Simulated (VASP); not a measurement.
Set up this calculation in VASP 6.6.1, as the native input.

| Item | Value |
| --- | --- |
| Task | single point |
| Functional | PBE |
| Potentials or basis | VASP PAW PBE potentials, release 64 (Be, S) |
| Cutoff | 600 eV |
| k mesh | 4 × 4 × 4 |
| Occupations | gaussian, width 0.2 eV |
| Spin | no spin polarisation |
| Dipole correction | no |
| Further INCAR settings | ALGO = Normal; EDIFF = 1e-06; NBANDS = 20 |

The structure of Be7S lies in POSCAR:

```
Be7S
1.0
    4.7479139822      0.0000000000      0.0000000000
   -2.3739569911      4.1118141235      0.0000000000
    0.0000000000      0.0000000000      3.7998091953
Be S
7 1
Direct
    0.5050036839      0.0100073678      0.0000000000
    0.6380960837      0.8190480418      0.5000000000
    0.5050036839      0.4949963161      0.0000000000
    0.1809519582      0.8190480418      0.5000000000
   -0.0100073678      0.4949963161      0.0000000000
    0.1809519582      0.3619039163      0.5000000000
    0.6666666667      0.3333333333      0.5000000000
    0.0000000000      0.0000000000      0.0000000000
```

These files were run (other wordings do the same):

INCAR

```
SYSTEM = Be7S
PREC     = Accurate       ! precision mode
ENCUT    = 600            ! plane-wave cutoff, eV
EDIFF    = 1E-6           ! SCF threshold, eV
ISMEAR   = 0              ! smearing method
SIGMA    = 0.2            ! smearing width, eV
LREAL    = .False.        ! projectors in reciprocal space
LASPH    = .True.         ! aspherical terms in the spheres
NELM     = 120            ! most SCF steps
ALGO     = Normal         ! electronic algorithm
ISIF     = 2              ! what is computed and relaxed
LWAVE    = .False.        ! write WAVECAR
LCHARG   = .False.        ! write CHGCAR
GGA      = PE             ! functional
NBANDS   = 20             ! bands
GGA_COMPAT= .False.
```

KPOINTS

```
regular mesh
0
Gamma
  4 4 4
  0 0 0
```

Potentials or basis: VASP PAW PBE potentials, release 64 (Be, S).

The run is started by

```sh
$ cat potpaw_PBE.64/Be/POTCAR potpaw_PBE.64/S/POTCAR > POTCAR
$ mpirun -np 1 vasp_std > vasp.out
```

Results of the run:

```yaml
Pressure: -0.1 GPa
Largest_force: 0.009 eV/Å
Band_gap_on_the_k_mesh: zero (band 10 reaches 8.17 eV, above the bottom of band 11 at 7.14 eV)
```

Caveat: the k points lie up to 0.41 Å⁻¹ apart.

Wall time 15 s on 1 thread of AMD EPYC 9R45 96-Core Processor (Zen 5) (shared host), peak memory 0.18 GiB.
